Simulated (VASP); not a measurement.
# Pb (C2/m) in VASP: relaxation of cell and atoms with PBE

Aim: the relaxation of cell and atoms of Pb with PBE.

All numbers are computed with VASP 6.6.1; they aren't measurements. Logs are shortened: lines on timing, memory, paths and dates and some standing lists are left out, and cuts for length are marked.

## 1. The cell of the first run

It takes space group C2/m (No. 12, monoclinic). Conventional cell: a = 6.077 Å, b = 3.501 Å, c = 6.452 Å, α = 90.00°, β = 109.14°, γ = 90.00°. Pb (site symmetry m) has 10 Pb at 3.34 to 3.51 Å within 4.4 Å.

## 2. Relaxation of cell and atoms, PBE

INCAR reads:

```
SYSTEM = Pb
ALGO = Fast ; EDIFF = 1E-7
EDIFFG = -0.02 ; ENCUT = 600
GGA = PE ; IBRION = 2
ISIF = 3 ; ISMEAR = 0
LASPH = .True. ; LCHARG = .False.
LREAL = .False. ; LWAVE = .False.
NELM = 100 ; NSW = 90
PREC = Accurate ; SIGMA = 0.1
```

KPOINTS reads:

```
k-points
0
Gamma
  12 12 6
  0 0 0
```

POSCAR reads:

```
Pb
1.0
    3.0386068135     -1.7503199600      0.0000000000
    3.0386068135      1.7503199600      0.0000000000
   -2.1154626375      0.0000000000      6.0952248674
Pb
2
Direct
    0.0914915900      0.0914915900      0.2737078000
    0.9085084100      0.9085084100      0.7262922000
```

Potentials or basis: VASP PAW PBE potentials, release 64 (Pb_d).

Command:

```bash
> cat potpaw_PBE.64/Pb_d/POTCAR > POTCAR
> mpirun -np 1 vasp_std > vasp.out
```

OUTCAR:

```text
SYSTEM = Pb
   EDIFF = 1E-7
   EDIFFG = -0.02
   ENCUT = 600
   GGA = PE
   IBRION = 2
   ISIF = 3
   ISMEAR = 0
   LASPH = .True.
   LREAL = .False.
   NELM = 100
   NSW = 90
   PREC = Accurate

 ion  position               nearest neighbor table
   1  0.091  0.091  0.274-   2 3.34   2 3.41   2 3.41   2 3.45
   2  0.909  0.909  0.726-   1 3.34   1 3.41   1 3.41   1 3.45

  LATTYP: Found a base centered monoclinic cell.
 ALAT       =     6.0772136270
 B/A-ratio  =     0.5760271293
 C/A-ratio  =     1.0616534713
 COS(beta)  =    -0.3278823751

  Lattice vectors:

 A1 = (   3.0386068135,  -1.7503199600,   0.0000000000)
 A2 = (   3.0386068135,   1.7503199600,   0.0000000000)
 A3 = (  -2.1154626375,   0.0000000000,   6.0952248674)

Analysis of symmetry for initial positions (statically):
=====================================================================
 Subroutine PRICEL returns:
 Original cell was already a primitive cell.

 Routine SETGRP: Setting up the symmetry group for a
 base centered monoclinic supercell.

 Subroutine GETGRP returns: Found  4 space group operations
 (whereof  4 operations were pure point group operations)
 out of a pool of  4 trial point group operations.

The static configuration has the point symmetry C_2h.

Analysis of symmetry for dynamics (positions and initial velocities):
=====================================================================
 Subroutine PRICEL returns:
 Original cell was already a primitive cell.

 Routine SETGRP: Setting up the symmetry group for a
 base centered monoclinic supercell.

 Subroutine GETGRP returns: Found  4 space group operations
 (whereof  4 operations were pure point group operations)
 out of a pool of  4 trial point group operations.

The dynamic configuration has the point symmetry C_2h.

 Subroutine INISYM returns: Found  4 space group operations
 (whereof  4 operations are pure point group operations),
 and found     1 'primitive' translations

----------------------------------------------------------------------------------------

                                     Primitive cell

  volume of cell :      64.8353

  direct lattice vectors                    reciprocal lattice vectors
     3.038606813 -1.750319960  0.000000000     0.164549095 -0.285662057  0.057109864
     3.038606813  1.750319960  0.000000000     0.164549095  0.285662057  0.057109864
[... 88 lines left out ...]
   NSW    =     90    number of steps for IOM
   IBRION =      2    ionic relax: 0-MD 1-quasi-New 2-CG
   NFREE  =      1    steps in history (QN), initial steepest desc. (CG)
   ISIF   =      3    stress and relaxation
   ISYM   =      2    0-nonsym 1-usesym 2-fastsym
   POTIM  = 0.5000    time-step for ionic-motion
   TEBEG  =    0.0;   TEEND  =   0.0 temperature during run
   PSTRESS=    0.0 pullay stress
   NELECT =      28.0000    total number of electrons
   NUPDOWN=      -1.0000    fix difference up-down
   EMIN   =  10.00;   EMAX   =-10.00  energy-range for DOS
   EFERMI =   0.00;   METHOD = LEGACY
   ISMEAR =     0;   SIGMA  =   0.10  broadening in eV -4-tet -1-fermi 0-gaus
   EFERMI_NEDOS =   21; number of points for ismear=-14 and -15
   IALGO  =     68    algorithm
   IMIX   =      4    mixing-type and parameters
     AMIX     =   0.40;   BMIX     =  1.00
     AMIX_MAG =   1.60;   BMIX_MAG =  1.00
  volume/ion in A,a.u.               =      32.42       218.77
  Fermi-wavevector in a.u.,A,eV,Ry     =   1.237438  2.338420 20.833975  1.531254
  Thomas-Fermi vector in A             =   2.372006
   LORBIT       =      0    0 simple, 1 ext, 2 COOP (PROOUT), +10 PAW based schemes
   GGA     = PE    functional components
   LHFCALC =     F    Hartree Fock is set to
   AEXX    =    0.0000 exact exchange contribution
   IVDW    =     0    specifies the selected vdW correction
   LEPSILON=     F    determine dielectric tensor
   LRPA    =     F    only Hartree local field effects (RPA)
 conjugate gradient relaxation of ions
 non-spin polarized calculation
 RMM-DIIS sequential band-by-band and
 Gauss-broadening in eV      SIGMA  =   0.10
  energy-cutoff  :      600.00
  volume of cell :       64.84
 maximum number of plane-waves:      2179
   NGX = 13   NGY = 13   NGZ = 25

--------------------------------------- Ionic step        1  -------------------------------------------

 number of electron      27.9999997 magnetization

 Free energy of the ion-electron system (eV)
  ---------------------------------------------------
  ext. energy  EPLUGINS =         0.00000000
  ---------------------------------------------------
  free energy    TOTEN  =        -6.99198006 eV

  energy without entropy =       -6.98582251  energy(sigma->0) =       -6.98890129

------------------------ aborting loop because EDIFF is reached ----------------------------------------

  FORCE on cell =-STRESS in cart. coord.  units (eV):
  Direction    XX          YY          ZZ          XY          YZ          ZX
  --------------------------------------------------------------------------------------
  -------------------------------------------------------------------------------------
  Total        0.3023545      0.3345747      0.6232690      0.0000000      0.0000000      0.0012549
  in kB        7.4716295      8.2678390     15.4019048      0.0000000      0.0000000      0.0310103
  external PRESSURE =      10.3804578 kB  Pullay stress =       0.0000000 kB
[... 167 lines left out ...]
--------------------------------------- Ionic step        6  -------------------------------------------

 number of electron      28.0000002 magnetization

 Free energy of the ion-electron system (eV)
  ---------------------------------------------------
  ext. energy  EPLUGINS =         0.00000000
  ---------------------------------------------------
  free energy    TOTEN  =        -6.99985483 eV

  energy without entropy =       -6.99317726  energy(sigma->0) =       -6.99651604

 E-fermi :   6.2836     XC(G=0):  -9.6951

 val. band max:        6.2827640992   @ k =   0.2500   0.0000   0.1667
 cond. band min:       6.2953895383   @ k =  -0.3333   0.1667   0.3333
 fundamental gap:      0.0126254391
 Fermi energy:         6.2836473766

 k-point     1 :       0.0000    0.0000    0.0000
  band No.  band energies     occupation
      1     -10.8586      2.00000
      2     -10.7639      2.00000
      3     -10.7636      2.00000
      4     -10.7629      2.00000
      5     -10.7623      2.00000
      6     -10.7458      2.00000
[... 481 lines left out ...]
      5     -10.7060      2.00000
      6     -10.6176      2.00000
[... 10 lines left out ...]
     17       8.0012      0.00000
     18       9.9810      0.00000

 [... further k-points ...]
[... 5 lines left out ...]
  --------------------------------------------------------------------------------------
  -------------------------------------------------------------------------------------
  Total       -0.0327113     -0.0079878      0.0308117      0.0000000      0.0000000      0.0187243
  in kB       -0.7871685     -0.1922193      0.7414567      0.0000000      0.0000000      0.4505841
  external PRESSURE =      -0.0793104 kB  Pullay stress =       0.0000000 kB
[... 17 lines left out ...]
  FREE ENERGIE OF THE ION-ELECTRON SYSTEM (eV)
  ---------------------------------------------------
  free  energy   TOTEN  =        -6.9998548280 eV

  energy  without entropy=       -6.9931772574  energy(sigma->0) =       -6.99651604

 reached required accuracy - stopping structural energy minimisation
```

OSZICAR:

```text
N       E                     dE             d eps       ncg     rms          rms(c)
DAV:   1     0.288676900683E+03    0.28868E+03   -0.15755E+04  8712   0.205E+03
DAV:   2     0.128097230594E+02   -0.27587E+03   -0.27256E+03  8716   0.448E+02
DAV:   3    -0.642312982194E+01   -0.19233E+02   -0.18963E+02 10772   0.148E+02
[... 61 lines left out ...]
RMM:   4    -0.699983215985E+01   -0.28960E-03   -0.36756E-03 12084   0.675E-01    0.333E-02
RMM:   5    -0.699984819657E+01   -0.16037E-04   -0.30848E-04  9242   0.164E-01    0.185E-02
RMM:   6    -0.699985466160E+01   -0.64650E-05   -0.10193E-04 12079   0.973E-02    0.572E-03
RMM:   7    -0.699985481192E+01   -0.15032E-06   -0.86919E-06  9525   0.270E-02    0.351E-03
RMM:   8    -0.699985480926E+01    0.26625E-08   -0.22952E-06 10498   0.148E-02    0.706E-04
RMM:   9    -0.699985482801E+01   -0.18746E-07   -0.28912E-07  5889   0.676E-03
   6 F= -.69998548E+01 E0= -.69965160E+01  d E =-.156431E-02
```

Run time: 33 min. Hardware: 1 thread of Oxide Virtual Turin-like, shared host; peak memory 0.39 GiB.

What came out:

```
Free energy                           : -6.9999 eV
Relaxed volume                        : 33.29 Å³/atom
Relaxed cell                          : a = 3.512 Å, b = 3.512 Å, c = 6.581 Å, α = 106.10°, β = 106.10°, γ = 60.00°
Space group after relaxing (to 0.1 Å) : R-3m (No. 166)
Energy gained by relaxing             : 3.9 meV/atom
Ionic steps                           : 6
Pressure after relaxing               : 0.0 GPa
Largest force after relaxing          : 0.016 eV/Å
Band gap on the k mesh                : zero (bands 14 and 15 overlap by 7.09 eV)
```

Forces on the atoms (eV/Å):
```
Pb  -0.016  0.000 -0.001
Pb   0.016  0.000  0.001
```

Stress tensor (GPa, compression positive):
```
-0.08  0.00  0.05
 0.00 -0.02  0.00
 0.05  0.00  0.07
```

The path:
| step | energy change (eV) | largest force (eV/Å) | pressure (GPa) | volume (Å³) |
| --- | --- | --- | --- | --- |
| 1 | 0.0000 | 0.0259 | 1.04 | 64.84 |
| 2 | -0.0062 | 0.0428 | -0.20 | 66.83 |
| 3 | -0.0063 | 0.0378 | -0.06 | 66.62 |
| 4 | -0.0063 | 0.0394 | -0.08 | 66.66 |
| 5 | -0.0071 | 0.0270 | -0.07 | 66.63 |
| 6 | -0.0079 | 0.0163 | -0.01 | 66.58 |

Final structure:
```
Pb
1.0
     3.04110   -1.75573    0.00236
     3.04110    1.75573    0.00236
    -2.11244    0.00000    6.23316
Pb
2
Direct
  0.09114 0.09114 0.27427
  0.90886 0.90886 0.72573
```

Caveat: spin-orbit coupling is left out, which moves the levels of the heavy elements.
